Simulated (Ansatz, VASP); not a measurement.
# TiO2 in VASP and in Ansatz

File INCAR:

```
  ALGO = Normal
  EDIFF = 1E-7
  ENCUT = 520
  GGA = PE
  ISIF = 2
  ISMEAR = -1
  LASPH = True
  LCHARG = False
  LREAL = False
  LWAVE = False
  NBANDS = 19
  NELM = 80
  PREC = Accurate
  SIGMA = 0.02
```

KPOINTS

```
k-points
0
Gamma
  10 10 10
```

POSCAR

```
TiO2
1.0
    0.0179762044      2.3968272579      2.3968272579
    2.3968272579      0.0179762044      2.3968272579
    2.4148034623      2.4148034623      0.0000000000
Ti O
1 2
Direct
    0.0000000000      0.0000000000      0.0000000000
    0.2491544639      0.2491544639      0.2508455361
    0.7508455361      0.7508455361      0.7491544639
```

Input for Ansatz:

```yaml
crystal:
  lattice:
    - [0.0179762044, 2.3968272579, 2.3968272579]
    - [2.3968272579, 0.0179762044, 2.3968272579]
    - [2.4148034623, 2.4148034623, 0.0]
  atoms:
    - { symbol: Ti, position: [0.0, 0.0, 0.0] }
    - { symbol: O, position: [0.2491544639, 0.2491544639, 0.2508455361] }
    - { symbol: O, position: [0.7508455361, 0.7508455361, 0.7491544639] }
kpoints:
  mp_grid: { grid: [10, 10, 10] }
  band_path:
    path:
      - [0.0, 0.0, 0.0]
      - [0.5, 0.0, 0.5]
      - [0.625, 0.25, 0.625]
      - [0.375, 0.375, 0.75]
      - [0.5, 0.5, 0.5]
      - [0.5, 0.25, 0.75]
      - [0.5, 0.5, 0.0]
    npoints: 1
hamiltonian:
  xc: pbe
scf:
  occupations: { method: fermi_dirac, width: 0.02 }
  n_extra_bands: 4
output:
  forces: true
  stress: true
  eigenvalues: true
  write_density: true
  write_potential: true
  elf: true
  volumetric_format: npy
```

Change from the starting cell: shear_xy strain +1.5%.

Alike in both runs: task single point; functional PBE; k mesh 10 × 10 × 10; occupations fermi-dirac, width 0.02 eV; no spin polarisation.

|  | VASP | Ansatz |
| --- | --- | --- |
| version | VASP 6.6.1 | Ansatz 0.2.0 |
| potentials or method | VASP PAW PBE potentials, release 64 (Ti_sv, O) | plane waves, PAW |
| plane-wave cutoff (eV) | 520 | 420 |
| valence electrons in the cell | 24 | 24 |

Ansatz gave:

```
gap on the k mesh at the Fermi level (eV)                     : 1.14
pressure (GPa)                                                : 5.9
traceless stress, the component that is largest in VASP (GPa) : -0.50
rms of the force components (eV/Å)                            : 0.004
```

Question: What did VASP give for the same quantities?

Answer: gap on the k mesh at the Fermi level (eV): 1.13; pressure (GPa): 6.8; traceless stress, the component that is largest in VASP (GPa): -0.54; rms of the force components (eV/Å): 0.006.

Atom by atom the forces differ by 0.002 eV/Å (rms over components). With one functional, cell and mesh, what is left measures potentials, basis and numerics.
